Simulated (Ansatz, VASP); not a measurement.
# One calculation of TaN, two programs

Contents of INCAR:

```
PREC = Accurate
ENCUT = 520
EDIFF = 1E-6
ISMEAR = 0
SIGMA = 0.1
LREAL = F
LASPH = T
NELM = 100
ALGO = Normal
ISIF = 2
LWAVE = F
LCHARG = T
GGA = PE
LELF = T
LVHAR = T
NBANDS = 24
```

KPOINTS

```
Automatic mesh
0
Gamma
  24 24 10
```

Contents of POSCAR:

```
TaN
1.0
    2.8940346236      0.0000000000      0.0000000000
   -1.4470173118      2.5063075035      0.0000000000
    0.0000000000      0.0000000000      6.2697362409
Ta N
2 2
Direct
    0.0000000000      0.0000000000      0.0000000000
    0.0000000000      0.0000000000      0.5000000000
    0.3333333333      0.6666666667      0.2500000000
    0.6666666667      0.3333333333      0.7500000000
```

Input for Ansatz:

```yaml
crystal:
  lattice:
    - [2.8940346236, 0.0, 0.0]
    - [-1.4470173118, 2.5063075035, 0.0]
    - [0.0, 0.0, 6.2697362409]
  atoms:
    - { symbol: Ta, position: [0.0, 0.0, 0.0] }
    - { symbol: Ta, position: [0.0, 0.0, 0.5] }
    - { symbol: "N", position: [0.3333333333, 0.6666666667, 0.25] }
    - { symbol: "N", position: [0.6666666667, 0.3333333333, 0.75] }
basis:
  ecutwfc: 420
kpoints:
  mp_grid: { grid: [24, 24, 10] }
hamiltonian:
  xc: pbe
scf:
  occupations: { method: gaussian, width: 0.1 }
  initial_density: { chi_scale: 0.1 }
output:
  forces: true
  eigenvalues: true
  stress: true
```

Alike in both runs: task single point; functional PBE; k mesh 24 × 24 × 10; occupations gaussian, width 0.1 eV; no spin polarisation.

```csv
,VASP,Ansatz
version,VASP 6.6.1,Ansatz 0.2.0
potentials or method,"VASP PAW PBE potentials, release 64 (Ta_pv, N), cutoff 520 eV","scalar-relativistic, plane waves, PAW"
valence electrons in the cell,32,36
```

VASP gave:

| Item | Value |
| --- | --- |
| gap on the k mesh at the Fermi level (eV) | none |
| pressure (GPa) | -12.8 |
| traceless stress, the component that is largest in VASP (GPa) | -26.62 |

What did Ansatz give for the same quantities?

gap on the k mesh at the Fermi level (eV): none; pressure (GPa): -13.3; traceless stress, the component that is largest in VASP (GPa): -26.69.

A gap of «none» marks a metal or a gap that the smearing closes. The functional is the same, so the differences come from potentials, cutoffs and numerics. VASP's potentials hold 32 valence electrons a cell and Ansatz's 36, so a difference there can come from the potentials and not from the codes.

Spin-orbit coupling is off throughout.
